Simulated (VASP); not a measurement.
BaTiO3, 5 atoms in the cell. Symmetry: P4mm, No. 99, tetragonal system. Conventional cell: a = 3.918 Å, b = 3.918 Å, c = 3.936 Å, α = 90.00°, β = 90.00°, γ = 90.00°. Ba (site symmetry 4mm) has 12 O at 2.73 to 2.82 Å and 8 Ti at 3.38 to 3.42 Å within 3.6 Å. Within 2.5 Å of Ti (site symmetry 4mm) lie 6 O at 1.85 to 2.08 Å. O (site symmetry 2mm) has 2 Ti at 1.96 Å within 2.6 Å. Within 2.5 Å of O (site symmetry 4mm) lie 2 Ti at 1.85 to 2.08 Å. 

| Quantity | Value |
| --- | --- |
| Program | VASP 6.6.1 |
| Task | single point |
| Functional | PBE |
| Dispersion | D3(BJ) |
| Potentials or basis | VASP PAW PBE potentials, release 64 (Ba_sv, Ti_sv, O) |
| Cutoff | 520 eV |
| k mesh | 7 × 7 × 7 |
| Occupations | fermi-dirac, width 0.05 eV |
| Spin | no spin polarisation |
| Dipole correction | no |
| Further INCAR settings | ALGO = Normal; EDIFF = 1e-06; NBANDS = 28 |

Potentials or basis: VASP PAW PBE potentials, release 64 (Ba_sv, Ti_sv, O).

Run with:

```console
$ cat potpaw_PBE.64/Ba_sv/POTCAR potpaw_PBE.64/Ti_sv/POTCAR potpaw_PBE.64/O/POTCAR > POTCAR
$ mpirun -np 1 vasp_std > vasp.out
```

Hardware: 1 thread of Intel(R) Xeon(R) 6975P-C (Granite Rapids), on a shared host.

Task: Estimate the wall time of this run.

Result: It took 34 s on 1 thread of Intel(R) Xeon(R) 6975P-C (Granite Rapids) (shared host), peak memory 0.22 GiB. Counts: scf iterations 16, k points 40.
